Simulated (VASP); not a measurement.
Input of a VASP 6.6.1 run:

Contents of INCAR:

```
PREC     = Accurate       # precision mode
ENCUT    = 520            # plane-wave cutoff, eV
EDIFF    = 1E-6           # SCF threshold, eV
ISMEAR   = 0              # smearing method
SIGMA    = 0.1            # smearing width, eV
LREAL    = False          # projectors in reciprocal space
LASPH    = True           # aspherical terms in the spheres
NELM     = 80             # most SCF steps
ALGO     = Fast           # electronic algorithm
ISIF     = 2              # what is computed and relaxed
LWAVE    = False          # write WAVECAR
LCHARG   = False          # write CHGCAR
GGA      = PE             # functional
NBANDS   = 25             # bands
```

File KPOINTS:

```
regular mesh
0
Gamma
  12 12 12
```

Contents of POSCAR:

```
SiNi3
1.0
    3.5062596482      0.0000000000      0.0000000000
    0.0000000000      3.5062596482      0.0000000000
    0.0000000000      0.0000000000      3.5062596482
Si Ni
1 3
Direct
    0.0000000000      0.0000000000      0.0000000000
    0.0000000000      0.5000000000      0.5000000000
    0.5000000000      0.0000000000      0.5000000000
    0.5000000000      0.5000000000      0.0000000000
```

Potentials or basis: VASP PAW PBE potentials, release 64 (Si, Ni).

The run is started by

```bash
$ cat potpaw_PBE.64/Si/POTCAR potpaw_PBE.64/Ni/POTCAR > POTCAR
$ mpirun -np 1 vasp_std > vasp.out
```

What does it give for the pressure?

0.1 GPa.

Predict the band gap on the k mesh.

zero (band 17 reaches 10.69 eV, above the bottom of band 18 at 10.45 eV).

Spin polarisation is off, so any magnetic state and its effect on volume and gap are missing.
